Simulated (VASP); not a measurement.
# Mg2O5 (cubic X2O5 type) (Pn-3m) in VASP: single point with PBE

Aim: the single point of Mg2O5 (cubic X2O5 type) with PBE.

All numbers are computed with VASP 6.6.1; they aren't measurements. Logs are shortened: lines on timing, memory, paths and dates and some standing lists are left out, and cuts for length are marked.

## Step 1: The cell of the first run

It takes space group Pn-3m (No. 224, cubic). The conventional cell has a = 5.280 Å, b = 5.280 Å, c = 5.280 Å, α = 90.00°, β = 90.00°, γ = 90.00°. Within 3.0 Å of Mg (site symmetry -3m) lie 12 O at 2.29 to 2.64 Å. O (site symmetry -3m) has 6 O at 2.29 Å and 6 Mg at 2.64 Å within 3.0 Å. Within 3.0 Å of O (site symmetry -42m) lie 4 Mg at 2.29 Å and 8 O at 2.29 to 2.64 Å.

## Step 2: Single point, PBE

File INCAR:

```
  PREC = Accurate
  ENCUT = 520
  EDIFF = 1E-6
  ISMEAR = -1
  SIGMA = 0.06122561905347299
  LREAL = False
  LASPH = True
  NELM = 80
  ALGO = Normal
  ISIF = 2
  LWAVE = False
  LCHARG = False
  GGA = PE
  NBANDS = 47
```

File KPOINTS:

```
Automatic mesh
0
Gamma
  11 11 11
```

File POSCAR:

```
Mg2O5
1.0
    5.2803801830      0.0000000000      0.0000000000
    0.0000000000      5.2803801830      0.0000000000
    0.0000000000      0.0000000000      5.2803801830
Mg O
4 10
Direct
    0.0000000000      0.0000000000      0.0000000000
    0.5000000000      0.5000000000      0.0000000000
    0.5000000000      0.0000000000      0.5000000000
    0.0000000000      0.5000000000      0.5000000000
    0.5000000000      0.0000000000      0.0000000000
    0.0000000000      0.5000000000      0.0000000000
    0.0000000000      0.0000000000      0.5000000000
    0.5000000000      0.5000000000      0.5000000000
    0.7500000000      0.7500000000      0.2500000000
    0.7500000000      0.2500000000      0.7500000000
    0.2500000000      0.7500000000      0.7500000000
    0.7500000000      0.2500000000      0.2500000000
    0.2500000000      0.7500000000      0.2500000000
    0.2500000000      0.2500000000      0.7500000000
```

Potentials or basis: VASP PAW PBE potentials, release 64 (Mg, O).

Launch:

```bash
cat potpaw_PBE.64/Mg/POTCAR potpaw_PBE.64/O/POTCAR > POTCAR
mpirun -np 1 vasp_std > vasp.out
```

OUTCAR:

```text
PREC = Accurate
   ENCUT = 520
   EDIFF = 1E-6
   ISMEAR = -1
   LREAL = False
   LASPH = True
   NELM = 80
   ISIF = 2
   GGA = PE

 ion  position               nearest neighbor table
   1  0.000  0.000  0.000-   9 2.29  10 2.29  11 2.29  12 2.29  13 2.29  14 2.29   5 2.64   6 2.64
                             7 2.64   7 2.64   6 2.64   5 2.64
   2  0.500  0.500  0.000-   9 2.29  10 2.29  11 2.29  12 2.29  13 2.29  14 2.29   5 2.64   6 2.64
                             8 2.64   8 2.64   5 2.64   6 2.64
   3  0.500  0.000  0.500-   9 2.29  10 2.29  11 2.29  12 2.29  13 2.29  14 2.29   5 2.64   7 2.64
                             8 2.64   5 2.64   8 2.64   7 2.64
   4  0.000  0.500  0.500-   9 2.29  10 2.29  11 2.29  12 2.29  13 2.29  14 2.29   6 2.64   7 2.64
                             8 2.64   6 2.64   7 2.64   8 2.64
   5  0.500  0.000  0.000-   1 2.64   2 2.64   3 2.64   3 2.64   2 2.64   1 2.64
   6  0.000  0.500  0.000-   1 2.64   2 2.64   4 2.64   4 2.64   1 2.64   2 2.64
   7  0.000  0.000  0.500-   1 2.64   3 2.64   4 2.64   1 2.64   4 2.64   3 2.64
   8  0.500  0.500  0.500-   2 2.64   3 2.64   4 2.64   2 2.64   3 2.64   4 2.64
   9  0.750  0.750  0.250-   1 2.29   2 2.29   3 2.29   4 2.29
  10  0.750  0.250  0.750-   1 2.29   2 2.29   3 2.29   4 2.29
  11  0.250  0.750  0.750-   1 2.29   2 2.29   3 2.29   4 2.29
  12  0.750  0.250  0.250-   1 2.29   2 2.29   3 2.29   4 2.29
  13  0.250  0.750  0.250-   1 2.29   2 2.29   3 2.29   4 2.29
  14  0.250  0.250  0.750-   1 2.29   2 2.29   3 2.29   4 2.29

  LATTYP: Found a simple cubic cell.
 ALAT       =     5.2803801830

  Lattice vectors:

 A1 = (   5.2803801830,   0.0000000000,   0.0000000000)
 A2 = (   0.0000000000,   5.2803801830,   0.0000000000)
 A3 = (   0.0000000000,   0.0000000000,   5.2803801830)

Analysis of symmetry for initial positions (statically):
=====================================================================
 Subroutine PRICEL returns:
 Original cell was already a primitive cell.

 Routine SETGRP: Setting up the symmetry group for a
 simple cubic supercell.

 Subroutine GETGRP returns: Found 48 space group operations
 (whereof 12 operations were pure point group operations)
 out of a pool of 48 trial point group operations.

The static configuration has the point symmetry D_3d.
 The point group associated with its full space group is O_h .

Analysis of symmetry for dynamics (positions and initial velocities):
=====================================================================
 Subroutine PRICEL returns:
 Original cell was already a primitive cell.

 Routine SETGRP: Setting up the symmetry group for a
 simple cubic supercell.

 Subroutine GETGRP returns: Found 48 space group operations
 (whereof 12 operations were pure point group operations)
 out of a pool of 48 trial point group operations.

The dynamic configuration has the point symmetry D_3d.
 The point group associated with its full space group is O_h .

 Subroutine INISYM returns: Found 48 space group operations
 (whereof 12 operations are pure point group operations),
 and found     1 'primitive' translations

----------------------------------------------------------------------------------------

                                     Primitive cell

  volume of cell :     147.2298

  direct lattice vectors                    reciprocal lattice vectors
     5.280380183  0.000000000  0.000000000     0.189380303  0.000000000  0.000000000
     0.000000000  5.280380183  0.000000000     0.000000000  0.189380303  0.000000000
     0.000000000  0.000000000  5.280380183     0.000000000  0.000000000  0.189380303

  length of vectors
     5.280380183  5.280380183  5.280380183     0.189380303  0.189380303  0.189380303

  position of ions in fractional coordinates (direct lattice)
     0.000000000  0.000000000  0.000000000
     0.500000000  0.500000000  0.000000000
     0.500000000  0.000000000  0.500000000
     0.000000000  0.500000000  0.500000000
     0.500000000  0.000000000  0.000000000
     0.000000000  0.500000000  0.000000000
     0.000000000  0.000000000  0.500000000
     0.500000000  0.500000000  0.500000000
     0.750000000  0.750000000  0.250000000
     0.750000000  0.250000000  0.750000000
     0.250000000  0.750000000  0.750000000
     0.750000000  0.250000000  0.250000000
     0.250000000  0.750000000  0.250000000
     0.250000000  0.250000000  0.750000000

  ion indices of the primitive-cell ions
   primitive index   ion index
                 1           1
[... 30 lines left out ...]
     0.017216391  0.017216391  0.017216391

  Shift w.r.t. Gamma in fractional coordinates (k-lattice)
     0.000000000  0.000000000  0.000000000

 Subroutine IBZKPT returns following result:
 ===========================================

 Found     56 irreducible k-points:

 Following reciprocal coordinates:
            Coordinates               Weight
  0.000000  0.000000  0.000000      1.000000
  0.090909  0.000000  0.000000      6.000000
  0.181818  0.000000  0.000000      6.000000
  0.272727  0.000000  0.000000      6.000000
  0.363636  0.000000  0.000000      6.000000
  0.454545  0.000000  0.000000      6.000000
[... 16 lines left out ...]
  0.181818  0.090909  0.090909     24.000000
  0.272727  0.090909  0.090909     24.000000
 [... further k-points ...]
   k-points           NKPTS =     56   k-points in BZ     NKDIM =     56   number of bands    NBANDS=     47
   number of dos      NEDOS =    301   number of ions     NIONS =     14
   total plane-waves  NPLWV =  64000
   dimension x,y,z NGX =    40 NGY =   40 NGZ =   40
   dimension x,y,z NGXF=    80 NGYF=   80 NGZF=   80
   ions per type =               4  10
   NGX,Y,Z   is equivalent  to a cutoff of  12.59, 12.59, 12.59 a.u.
   NGXF,Y,Z  is equivalent  to a cutoff of  25.19, 25.19, 25.19 a.u.
 SYSTEM =  unknown system
   PREC   = accura    normal or accurate (medium, high low for compatibility)
   ISTART =      0    job   : 0-new  1-cont  2-samecut
   ICHARG =      2    charge: 1-file 2-atom 10-const
   ISPIN  =      1    spin polarized calculation?
   LNONCOLLINEAR =      F non collinear calculations
   LSORBIT =      F    spin-orbit coupling
   LASPH  =      T    aspherical Exc in radial PAW
   ENCUT  =  520.0 eV  38.22 Ry    6.18 a.u.   9.82  9.82  9.82*2*pi/ulx,y,z
   NELM   =     80;   NELMIN=  2; NELMDL= -5     # of ELM steps
   EDIFF  = 0.1E-05   stopping-criterion for ELM
   LREAL  =      F    real-space projection
   EDIFFG = 0.1E-04   stopping-criterion for IOM
   NSW    =      0    number of steps for IOM
   IBRION =     -1    ionic relax: 0-MD 1-quasi-New 2-CG
   NFREE  =      0    steps in history (QN), initial steepest desc. (CG)
   ISIF   =      2    stress and relaxation
   ISYM   =      2    0-nonsym 1-usesym 2-fastsym
   POTIM  = 0.5000    time-step for ionic-motion
   TEBEG  =    0.0;   TEEND  =   0.0 temperature during run
   PSTRESS=    0.0 pullay stress
   NELECT =      68.0000    total number of electrons
   NUPDOWN=      -1.0000    fix difference up-down
   EMIN   =  10.00;   EMAX   =-10.00  energy-range for DOS
   EFERMI =   0.00;   METHOD = LEGACY
   ISMEAR =    -1;   SIGMA  =   0.06  broadening in eV -4-tet -1-fermi 0-gaus
   EFERMI_NEDOS =   21; number of points for ismear=-14 and -15
   IALGO  =     38    algorithm
   IMIX   =      4    mixing-type and parameters
     AMIX     =   0.40;   BMIX     =  1.00
     AMIX_MAG =   1.60;   BMIX_MAG =  1.00
  volume/ion in A,a.u.               =      10.52        70.97
  Fermi-wavevector in a.u.,A,eV,Ry     =   1.265453  2.391359 21.787971  1.601371
  Thomas-Fermi vector in A             =   2.398705
   LORBIT       =      0    0 simple, 1 ext, 2 COOP (PROOUT), +10 PAW based schemes
   GGA     = PE    functional components
   LHFCALC =     F    Hartree Fock is set to
   AEXX    =    0.0000 exact exchange contribution
   IVDW    =     0    specifies the selected vdW correction
   LEPSILON=     F    determine dielectric tensor
   LRPA    =     F    only Hartree local field effects (RPA)
 non-spin polarized calculation
  energy-cutoff  :      520.00
  volume of cell :      147.23
 maximum number of plane-waves:      3979
 NGX is ok and might be reduce to    40
   NGX = 19   NGY = 19   NGZ = 19

 number of electron      67.9999963 magnetization

 Free energy of the ion-electron system (eV)
  ---------------------------------------------------
  ext. energy  EPLUGINS =         0.00000000
  ---------------------------------------------------
  free energy    TOTEN  =       -58.93766514 eV

  energy without entropy =      -58.64568762  energy(sigma->0) =      -58.79167638

 E-fermi :   2.2996     XC(G=0): -10.4340

 val. band max:        2.2984273279   @ k =   0.4545   0.1818   0.1818
 cond. band min:       2.3004367419   @ k =   0.4545   0.3636   0.0909
 fundamental gap:      0.0020094140
 Fermi energy:         2.2996135960

 k-point     1 :       0.0000    0.0000    0.0000
  band No.  band energies     occupation
      1     -16.8821      2.00000
      2     -14.9475      2.00000
      3     -14.9475      2.00000
      4     -14.8673      2.00000
      5     -14.8673      2.00000
      6     -14.8673      2.00000
[... 1165 lines left out ...]
     45      10.4201      0.00000
     46      12.2655      0.00000

 [... further k-points ...]

 [bands above 46 left out]

------------------------ aborting loop because EDIFF is reached ----------------------------------------

  FORCE on cell =-STRESS in cart. coord.  units (eV):
  Direction    XX          YY          ZZ          XY          YZ          ZX
  --------------------------------------------------------------------------------------
  -------------------------------------------------------------------------------------
  Total       -6.2014937     -6.2014937     -6.2014937      0.0000000      0.0000000      0.0000000
  in kB      -67.4856306    -67.4856306    -67.4856306      0.0000000      0.0000000      0.0000000
  external PRESSURE =     -67.4856306 kB  Pullay stress =       0.0000000 kB

 VOLUME and BASIS-vectors are now :
 -----------------------------------------------------------------------------
  energy-cutoff  :      520.00
  volume of cell :      147.23
      direct lattice vectors                 reciprocal lattice vectors
     5.280380183  0.000000000  0.000000000     0.189380303  0.000000000  0.000000000
     0.000000000  5.280380183  0.000000000     0.000000000  0.189380303  0.000000000
     0.000000000  0.000000000  5.280380183     0.000000000  0.000000000  0.189380303

 POSITION                                       TOTAL-FORCE (eV/Angst)
 -----------------------------------------------------------------------------------
      0.00000      0.00000      0.00000         0.000000     -0.000000     -0.000000
      2.64019      2.64019      0.00000         0.000000     -0.000000     -0.000000
      2.64019      0.00000      2.64019         0.000000     -0.000000     -0.000000
      0.00000      2.64019      2.64019         0.000000     -0.000000     -0.000000
      2.64019      0.00000      0.00000         0.000000     -0.000000     -0.000000
      0.00000      2.64019      0.00000         0.000000     -0.000000     -0.000000
      0.00000      0.00000      2.64019         0.000000     -0.000000     -0.000000
      2.64019      2.64019      2.64019         0.000000     -0.000000     -0.000000
      3.96029      3.96029      1.32010        -0.000000      0.000000     -0.000000
      3.96029      1.32010      3.96029         0.000000     -0.000000      0.000000
      1.32010      3.96029      3.96029         0.000000     -0.000000      0.000000
      3.96029      1.32010      1.32010        -0.000000     -0.000000      0.000000
      1.32010      3.96029      1.32010        -0.000000      0.000000     -0.000000
      1.32010      1.32010      3.96029        -0.000000      0.000000     -0.000000
 -----------------------------------------------------------------------------------
    total drift:                               -0.000000      0.000000      0.000000

  FREE ENERGIE OF THE ION-ELECTRON SYSTEM (eV)
  ---------------------------------------------------
  free  energy   TOTEN  =       -58.9376651362 eV

  energy  without entropy=      -58.6456876170  energy(sigma->0) =      -58.79167638
```

Wall time 10 min (1 thread of Oxide Virtual Turin-like, shared host); peak memory 0.38 GiB.

Results:

```yaml
Free_energy: -58.9377 eV
Pressure: -6.7 GPa
Band_gap_on_the_k_mesh: zero (bands 34 and 35 overlap by 0.24 eV)
```

Caveat: the cell stands under tension; semilocal functionals underestimate gaps, and a narrow one can read as zero.
